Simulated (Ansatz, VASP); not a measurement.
# One calculation of Fe, two programs

```
Fe
1.0
    -1.43325    1.43325    1.43325
     1.43325   -1.43325    1.43325
     1.43325    1.43325   -1.43325
Fe
1
Cartesian
  0.0000 0.0000 0.0000
```

Alike in both runs: functional r2SCAN; k mesh 20 × 20 × 20; occupations gaussian, width 0.1 eV; collinear spin.

Ansatz relaxed the structure, and its values are those at the end. VASP's run is a single point on that final structure, the one shown.

```csv
,VASP,Ansatz
version,VASP 6.6.1,Ansatz 0.2.0
potentials or method,"VASP PAW PBE potentials, release 64 (Fe), cutoff 520 eV","scalar-relativistic, plane waves, PAW"
valence electrons in the cell,8,16
```

```csv
,VASP,Ansatz,Ansatz less VASP
gap on the k mesh at the Fermi level (eV),none,none,-
pressure (GPa),-0.4,0.0,+0.35
net moment per atom (μB),2.65,2.65,+0.002
size of the moment on the site where the two differ most (μB),2.72,2.81,+0.088
```

VASP's potentials were made for PBE, not for r2SCAN. Site moments also hang on the region over which each program counts them. A gap of «none» marks a metal or a gap that the smearing closes. With one functional, cell and mesh, what is left measures potentials, basis and numerics. VASP's potentials hold 8 valence electrons a cell and Ansatz's 16, so a difference there can come from the potentials and not from the codes.
